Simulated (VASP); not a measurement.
# C (P6_3/mmc) in VASP: a series of runs

The runs below take C through single point, electric field gradients, with PBE+D3(BJ).

All numbers are computed with VASP 6.6.1; they aren't measurements. Logs are shortened: lines on timing, memory, paths and dates and some standing lists are left out, and cuts for length are marked.

## (1) The cell of the first run

The structure is hexagonal, space group P6_3/mmc (No. 194). The conventional cell has a = 2.465 Å, b = 2.465 Å, c = 6.741 Å, α = 90.00°, β = 90.00°, γ = 120.00°. C (site symmetry -6m2) has 3 C at 1.42 Å within 1.9 Å. C (site symmetry -6m2) has 3 C at 1.42 Å within 1.9 Å.

## (2) Single point, PBE+D3(BJ)

POSCAR

```
C
1.0
    2.4649634469      0.0000000000      0.0000000000
   -1.2324817235      2.1347209644      0.0000000000
    0.0000000000      0.0000000000      6.7405387673
C
4
Direct
    0.0000000000      0.0000000000      0.0025000114
    0.0000000000      0.0000000000      0.5025000114
    0.3333333333      0.6666666667      0.0024999886
    0.6666666667      0.3333333333      0.5024999886
```

INCAR.step1

```
  ALGO = Normal
  EDIFF = 1E-6
  ENCUT = 520
  GGA = PE
  ISIF = 2
  ISMEAR = 0
  IVDW = 12
  LASPH = T
  LCHARG = T
  LREAL = F
  LWAVE = F
  NBANDS = 16
  NELM = 100
  PREC = Accurate
  SIGMA = 0.1
```

KPOINTS.step1

```
k-points
0
Gamma
  21 21 6
```

INCAR.step2

```
  ALGO = Normal
  EDIFF = 1E-6
  ENCUT = 520
  GGA = PE
  ICHARG = 11
  ISIF = 2
  ISMEAR = -5
  IVDW = 12
  LASPH = T
  LCHARG = F
  LORBIT = 11
  LREAL = F
  LWAVE = F
  NBANDS = 16
  NEDOS = 2001
  NELM = 100
  PREC = Accurate
  SIGMA = 0.1
```

KPOINTS.step2

```
k-points
0
Gamma
  32 32 9
```

Potentials or basis: VASP PAW PBE potentials, release 64 (C).

Started as:

```
cat potpaw_PBE.64/C/POTCAR > POTCAR
cp INCAR.step1 INCAR
cp KPOINTS.step1 KPOINTS
mpirun -np 1 vasp_std > vasp.out
cp INCAR.step2 INCAR
cp KPOINTS.step2 KPOINTS
mpirun -np 1 vasp_std > vasp.out
```

OUTCAR:

```text
EDIFF = 1E-6
   ENCUT = 520
   GGA = PE
   ICHARG = 11
   ISIF = 2
   ISMEAR = -5
   IVDW = 12
   LASPH = T
   LORBIT = 11
   LREAL = F
   NELM = 100
   PREC = Accurate
 IVDW          = 12

 ion  position               nearest neighbor table
   1  0.000  0.000  0.003-   3 1.42   3 1.42   3 1.42
   2  0.000  0.000  0.503-   4 1.42   4 1.42   4 1.42
   3  0.333  0.667  0.002-   1 1.42   1 1.42   1 1.42
   4  0.667  0.333  0.502-   2 1.42   2 1.42   2 1.42

  LATTYP: Found a hexagonal cell.
 ALAT       =     2.4649634469
 C/A-ratio  =     2.7345390358

  Lattice vectors:

 A1 = (   2.4649634469,   0.0000000000,   0.0000000000)
 A2 = (  -1.2324817235,   2.1347209644,   0.0000000000)
 A3 = (   0.0000000000,   0.0000000000,   6.7405387673)

Analysis of symmetry for initial positions (statically):
=====================================================================
 Subroutine PRICEL returns:
 Original cell was already a primitive cell.

 Routine SETGRP: Setting up the symmetry group for a
 hexagonal supercell.

 Subroutine GETGRP returns: Found 24 space group operations
 (whereof  6 operations were pure point group operations)
 out of a pool of 24 trial point group operations.

The static configuration has the point symmetry C_3v.
 The point group associated with its full space group is D_6h.

Analysis of symmetry for dynamics (positions and initial velocities):
=====================================================================
 Subroutine PRICEL returns:
 Original cell was already a primitive cell.

 Routine SETGRP: Setting up the symmetry group for a
 hexagonal supercell.

 Subroutine GETGRP returns: Found 24 space group operations
 (whereof  6 operations were pure point group operations)
 out of a pool of 24 trial point group operations.

The dynamic configuration has the point symmetry C_3v.
 The point group associated with its full space group is D_6h.

 Subroutine INISYM returns: Found 24 space group operations
 (whereof  6 operations are pure point group operations),
 and found     1 'primitive' translations

----------------------------------------------------------------------------------------

                                     Primitive cell

  volume of cell :      35.4688

  direct lattice vectors                    reciprocal lattice vectors
     2.464963447  0.000000000  0.000000000     0.405685529  0.234222649  0.000000000
[... 101 lines left out ...]
   TEBEG  =    0.0;   TEEND  =   0.0 temperature during run
   PSTRESS=    0.0 pullay stress
   NELECT =      16.0000    total number of electrons
   NUPDOWN=      -1.0000    fix difference up-down
   EMIN   =  10.00;   EMAX   =-10.00  energy-range for DOS
   EFERMI =   0.00;   METHOD = LEGACY
   ISMEAR =    -5;   SIGMA  =   0.10  broadening in eV -4-tet -1-fermi 0-gaus
   EFERMI_NEDOS =   21; number of points for ismear=-14 and -15
   IALGO  =     38    algorithm
   IMIX   =      4    mixing-type and parameters
     AMIX     =   0.40;   BMIX     =  1.00
     AMIX_MAG =   1.60;   BMIX_MAG =  1.00
  volume/ion in A,a.u.               =       8.87        59.84
  Fermi-wavevector in a.u.,A,eV,Ry     =   1.255546  2.372639 21.448179  1.576397
  Thomas-Fermi vector in A             =   2.389298
   LORBIT       =     11    0 simple, 1 ext, 2 COOP (PROOUT), +10 PAW based schemes
   GGA     = PE    functional components
   LHFCALC =     F    Hartree Fock is set to
   AEXX    =    0.0000 exact exchange contribution
   IVDW    =    12    specifies the selected vdW correction
   LEPSILON=     F    determine dielectric tensor
   LRPA    =     F    only Hartree local field effects (RPA)
 non-spin polarized calculation
 Fermi weights with tetrahedron method with Bloechl corrections
  energy-cutoff  :      520.00
  volume of cell :       35.47
 maximum number of plane-waves:       979

 number of electron      15.9999995 magnetization

 Free energy of the ion-electron system (eV)
  ---------------------------------------------------
  ext. energy  EPLUGINS =         0.00000000
  ---------------------------------------------------
  free energy    TOTEN  =       -36.84856356 eV

  energy without entropy =      -36.84856356  energy(sigma->0) =      -36.84856356

 E-fermi :   4.4966     XC(G=0): -10.2921

 val. band max:        4.4877210464   @ k =   0.3437   0.3125   0.2222
 cond. band min:       4.8026452537   @ k =   0.3437   0.3125   0.0000
 fundamental gap:      0.3149242073
 Fermi energy:         4.4965919482

 k-point     1 :       0.0000    0.0000    0.0000
  band No.  band energies     occupation
      1     -15.0095      2.00000
      2     -14.7197      2.00000
      3      -3.8562      2.00000
      4      -1.9343      2.00000
      5       1.6202      2.00000
      6       1.6202      2.00000
[... 433 lines left out ...]
      3      -2.4014      2.00000
      4      -2.3136      2.00000
      5      -2.2660      2.00000
      6      -0.4588      2.00000
[... 8 lines left out ...]
     15      17.3522      0.00000
     16      17.4401      0.00000

 [... further k-points ...]

------------------------ aborting loop because EDIFF is reached ----------------------------------------

 Edisp (eV)   -0.62198

 E8    (eV) :    -0.1761

  FORCE on cell =-STRESS in cart. coord.  units (eV):
  Direction    XX          YY          ZZ          XY          YZ          ZX
  --------------------------------------------------------------------------------------
  -------------------------------------------------------------------------------------
  Total       0.15402     0.15402    -0.01262    -0.00000    -0.00000     0.00000
  in kB       6.95751     6.95751    -0.57008    -0.00000    -0.00000     0.00000
  external pressure =        4.45 kB  Pullay stress =        0.00 kB

 VOLUME and BASIS-vectors are now :
 -----------------------------------------------------------------------------
  energy-cutoff  :      520.00
  volume of cell :       35.47
      direct lattice vectors                 reciprocal lattice vectors
     2.464963447  0.000000000  0.000000000     0.405685529  0.234222649  0.000000000
    -1.232481724  2.134720964  0.000000000     0.000000000  0.468445299  0.000000000
     0.000000000  0.000000000  6.740538767     0.000000000  0.000000000  0.148356094

 POSITION                                       TOTAL-FORCE (eV/Angst)
 -----------------------------------------------------------------------------------
      0.00000      0.00000      0.01685        -0.000000      0.000000     -0.000000
      0.00000      0.00000      3.38712         0.000000      0.000000     -0.000000
     -0.00000      1.42315      0.01685        -0.000000      0.000000     -0.000000
      1.23248      0.71157      3.38712        -0.000000     -0.000000      0.000000
 -----------------------------------------------------------------------------------
    total drift:                               -0.000000     -0.000000      0.000167

  FREE ENERGIE OF THE ION-ELECTRON SYSTEM (eV)
  ---------------------------------------------------
  free  energy   TOTEN  =       -37.4705398537 eV

  energy  without entropy=      -37.4705398537  energy(sigma->0) =      -37.47053985

 total charge

# of ion       s       p       d       tot
------------------------------------------
    1        0.864   1.786   0.000   2.650
    2        0.864   1.786   0.000   2.650
    3        0.863   1.790   0.000   2.653
    4        0.863   1.790   0.000   2.653
--------------------------------------------------
tot          3.453   7.152   0.000  10.605
```

OSZICAR.step1:

```text
N       E                     dE             d eps       ncg     rms          rms(c)
DAV:   1     0.298474189031E+02    0.29847E+02   -0.79026E+03  6144   0.931E+02
DAV:   2    -0.366031799731E+02   -0.66451E+02   -0.60901E+02  8776   0.184E+02
DAV:   3    -0.391936197664E+02   -0.25904E+01   -0.25786E+01  8048   0.338E+01
DAV:   4    -0.392151897968E+02   -0.21570E-01   -0.21557E-01  7824   0.368E+00
DAV:   5    -0.392155382639E+02   -0.34847E-03   -0.34846E-03  7912   0.443E-01    0.893E+00
DAV:   6    -0.374102295544E+02    0.18053E+01   -0.11929E+00  7360   0.696E+00    0.522E+00
DAV:   7    -0.368399056209E+02    0.57032E+00   -0.14805E+00  7600   0.785E+00    0.148E+00
DAV:   8    -0.368491524304E+02   -0.92468E-02   -0.72805E-02  7408   0.161E+00    0.344E-01
DAV:   9    -0.368477336605E+02    0.14188E-02   -0.21216E-03  7816   0.323E-01    0.968E-02
DAV:  10    -0.368479323420E+02   -0.19868E-03   -0.60113E-04  6784   0.159E-01    0.729E-02
DAV:  11    -0.368479233529E+02    0.89891E-05   -0.30693E-05  7984   0.376E-02    0.584E-03
DAV:  12    -0.368479239297E+02   -0.57681E-06   -0.12208E-06  6704   0.772E-03
   1 F= -.37469900E+02 E0= -.37469605E+02  d E =-.590592E-03
```

Wall time 85 s (1 thread of Intel Xeon 6975P-C (Granite Rapids), shared host); peak memory 0.31 GiB.

What came out:

* Valence electrons inside the program's atomic spheres: C 2.65
* Dispersion energy per atom: -0.155 eV

Levels at points of the mesh, in eV from the valence-band top:
```csv
k point,band 4,band 5,band 6,band 7,band 8,band 9,band 10,band 11,band 12,band 13
"(0.00, 0.00, 0.00)",-6.42,-2.87,-2.87,-2.85,-2.85,4.40,8.47,8.47,8.52,8.52
"(0.50, 0.00, 0.00)",-13.02,-6.27,-6.21,-2.60,-1.93,1.66,2.32,7.37,7.75,11.41
```

## (3) Electric field gradients, PBE+D3(BJ)

INCAR

```
SYSTEM = C
  ALGO = Normal
  EDIFF = 1E-8
  ENCUT = 520
  GGA = PE
  ISIF = 2
  ISMEAR = -1
  IVDW = 12
  LASPH = .True.
  LCHARG = .False.
  LEFG = .True.
  LREAL = .False.
  LWAVE = .False.
  NBANDS = 16
  NELM = 60
  PREC = Accurate
  SIGMA = 0.15
```

KPOINTS

```
k-points
0
Gamma
  18 18 6
  0 0 0
```

POSCAR

```
C
1.0
    2.4649796689      0.0000000000      0.0000000000
   -1.2324898345      2.1347350131      0.0000000000
    0.0000000000      0.0000000000      6.7384331569
C
4
Direct
    0.0000000000      0.0000000000      0.0025000000
    0.0000000000      0.0000000000      0.5025000000
    0.3333333333      0.6666666667      0.0025000000
    0.6666666667      0.3333333333      0.5025000000
```

Potentials or basis: VASP PAW PBE potentials, release 64 (C).

Started as:

```
cat potpaw_PBE.64/C/POTCAR > POTCAR
mpirun -np 1 vasp_std > vasp.out
```

OUTCAR:

```text
SYSTEM = C
   EDIFF = 1E-8
   ENCUT = 520
   GGA = PE
   ISIF = 2
   ISMEAR = -1
   IVDW = 12
   LASPH = .True.
   LREAL = .False.
   NELM = 60
   PREC = Accurate
 IVDW          = 12

 ion  position               nearest neighbor table
   1  0.000  0.000  0.002-   3 1.42   3 1.42   3 1.42
   2  0.000  0.000  0.502-   4 1.42   4 1.42   4 1.42
   3  0.333  0.667  0.002-   1 1.42   1 1.42   1 1.42
   4  0.667  0.333  0.502-   2 1.42   2 1.42   2 1.42

  LATTYP: Found a hexagonal cell.
 ALAT       =     2.4649796689
 C/A-ratio  =     2.7336668298

  Lattice vectors:

 A1 = (   2.4649796689,   0.0000000000,   0.0000000000)
 A2 = (  -1.2324898345,   2.1347350131,   0.0000000000)
 A3 = (   0.0000000000,   0.0000000000,   6.7384331569)

Analysis of symmetry for initial positions (statically):
=====================================================================
 Subroutine PRICEL returns:
 Original cell was already a primitive cell.

 Routine SETGRP: Setting up the symmetry group for a
 hexagonal supercell.

 Subroutine GETGRP returns: Found 24 space group operations
 (whereof  6 operations were pure point group operations)
 out of a pool of 24 trial point group operations.

The static configuration has the point symmetry C_3v.
 The point group associated with its full space group is D_6h.

Analysis of symmetry for dynamics (positions and initial velocities):
=====================================================================
 Subroutine PRICEL returns:
 Original cell was already a primitive cell.

[... 625 lines left out ...]

 Edisp (eV)   -0.62221

 E8    (eV) :    -0.1762

  FORCE on cell =-STRESS in cart. coord.  units (eV):
  Direction    XX          YY          ZZ          XY          YZ          ZX
  --------------------------------------------------------------------------------------
  -------------------------------------------------------------------------------------
  Total       0.15898     0.15898    -0.01698    -0.00000     0.00000     0.00000
  in kB       7.18352     7.18352    -0.76733    -0.00000     0.00000     0.00000
  external pressure =        4.53 kB  Pullay stress =        0.00 kB

 VOLUME and BASIS-vectors are now :
 -----------------------------------------------------------------------------
  energy-cutoff  :      520.00
  volume of cell :       35.46
      direct lattice vectors                 reciprocal lattice vectors
     2.464979669  0.000000000  0.000000000     0.405682859  0.234221108  0.000000000
    -1.232489834  2.134735013  0.000000000     0.000000000  0.468442216  0.000000000
     0.000000000  0.000000000  6.738433157     0.000000000  0.000000000  0.148402452

 POSITION                                       TOTAL-FORCE (eV/Angst)
 -----------------------------------------------------------------------------------
      0.00000      0.00000      0.01685        -0.000000     -0.000000     -0.000000
      0.00000      0.00000      3.38606         0.000000      0.000000     -0.000000
     -0.00000      1.42316      0.01685         0.000000     -0.000000      0.000000
      1.23249      0.71158      3.38606        -0.000000      0.000000      0.000000
 -----------------------------------------------------------------------------------
    total drift:                               -0.000000     -0.000000     -0.000010

  FREE ENERGIE OF THE ION-ELECTRON SYSTEM (eV)
  ---------------------------------------------------
  free  energy   TOTEN  =       -37.4719492835 eV

  energy  without entropy=      -37.4667539224  energy(sigma->0) =      -37.46935160

 Electric field gradients (V/A^2)
---------------------------------------------------------------------
 ion       V_xx      V_yy      V_zz      V_xy      V_xz      V_yz
---------------------------------------------------------------------
   1     -15.672   -15.673    31.346    -0.001    -0.000     0.000
   2     -15.672   -15.673    31.346    -0.001     0.000    -0.000
   3     -14.839   -14.840    29.679    -0.001     0.000    -0.000
   4     -14.839   -14.840    29.679    -0.001    -0.000     0.000
---------------------------------------------------------------------

 Electric field gradients after diagonalization (V/A^2)
 (convention: |V_zz| > |V_xx| > |V_yy|)
----------------------------------------------------------------------
 ion       V_xx      V_yy      V_zz     asymmetry (V_yy - V_xx)/ V_zz
----------------------------------------------------------------------
   1     -15.674   -15.672    31.346       0.000
   2     -15.674   -15.672    31.346       0.000
   3     -14.840   -14.839    29.679       0.000
   4     -14.840   -14.839    29.679       0.000
----------------------------------------------------------------------

           NMR quadrupolar parameters

 Cq : quadrupolar parameter    Cq=e*Q*V_zz/h
 eta: asymmetry parameters     (V_yy - V_xx)/ V_zz
 Q  : nuclear electric quadrupole moment in mb (millibarn)
----------------------------------------------------------------------
 ion       Cq(MHz)       eta       Q (mb)
----------------------------------------------------------------------
   1       0.076       0.000       1.000
   2       0.076       0.000       1.000
   3       0.072       0.000       1.000
   4       0.072       0.000       1.000
----------------------------------------------------------------------
```

Run time: 32 s. Hardware: 1 thread of Intel Xeon 6975P-C (Granite Rapids), shared host; peak memory 0.19 GiB.

Results:

```
Free energy                             : -37.4719 eV
Pressure                                : 0.5 GPa
Band gap on the k mesh                  : zero (bands 8 and 9 overlap by 0.02 eV)
Largest electric field gradient by atom : C +31.3, +29.7 (each value once) V/Å²
Dispersion energy per atom              : -0.156 eV
```

Stress tensor (GPa, compression positive):
```
 0.72  0.00  0.00
 0.00  0.72  0.00
 0.00  0.00 -0.08
```

Electric field gradients, principal values (V/Å²):
| atom | least | middle | greatest (by size) |
| --- | --- | --- | --- |
| 1 C | -15.672 | -15.674 | 31.346 |
| 2 C | -15.672 | -15.674 | 31.346 |
| 3 C | -14.839 | -14.840 | 29.679 |
| 4 C | -14.839 | -14.840 | 29.679 |

Caveat: without QUAD_EFG the Cq values of the log hold for a quadrupole moment of 1 mb, not for the nuclei.
